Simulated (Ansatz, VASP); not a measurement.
Two plane-wave programs on MgB2

```
Mg B
1.0
     3.08500    0.00000    0.00000
    -1.54250    2.67169    0.00000
     0.00000    0.00000    3.52300
Mg B
1 2
Direct
  0.99133 0.99883 0.00085
  0.34854 0.67576 0.50498
  0.67095 0.32687 0.49311
```

Alike in both runs: task single point; functional PBE; k mesh 5 × 5 × 4; no spin polarisation.

|  | VASP | Ansatz |
| --- | --- | --- |
| version | VASP 6.6.1 | Ansatz 0.2.0 |
| potentials or method | VASP PAW PBE potentials, release 64 (Mg, B) | plane waves, PAW |
| plane-wave cutoff (eV) | 600 | 420 |
| occupations | fermi-dirac, width 0.1 eV | fermi-dirac |
| valence electrons in the cell | 8 | 16 |

VASP gave:

```
rms of the force components (eV/Å) : 0.321
```

Task: Estimate Ansatz's values.

Result: rms of the force components (eV/Å): 0.318.

Atom by atom the forces differ by 0.003 eV/Å (rms over components). VASP's potentials hold 8 valence electrons a cell and Ansatz's 16, so a difference there can come from the potentials and not from the codes.

The k mesh is coarse, so the values compare programs but aren't converged.
